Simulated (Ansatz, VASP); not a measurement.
## Two plane-wave programs on Lu

```
Lu
1.0
     3.42690    0.00000    0.00000
    -1.71345    2.96778    0.00000
     0.00000    0.00000    5.32153
Lu
2
Direct
  0.33333 0.66667 0.25000
  0.66667 0.33333 0.75000
```

Alike in both runs: task single point; functional LDA; k mesh 18 × 18 × 10; occupations fermi-dirac, width 0.1 eV; no spin polarisation.

|  | VASP | Ansatz |
| --- | --- | --- |
| version | VASP 6.6.1 | Ansatz 0.2.0 |
| potentials or method | VASP PAW PBE potentials, release 64 (Lu), cutoff 520 eV | plane waves (420 eV) with PAW, scalar-relativistic |
| valence electrons in the cell | 50 | 50 |

```csv
,VASP,Ansatz,Ansatz less VASP
pressure (GPa),-1.7,-2.0,-0.23
"traceless stress, the component that is largest in VASP (GPa)",0.09,0.07,-0.020
```

VASP's potentials were made for PBE, not for LDA, and Ansatz warns of the same on its side. LDA's correlation is that of Perdew and Zunger in VASP and of Perdew and Wang (1992) in Ansatz.

Neither program's run includes spin-orbit coupling.
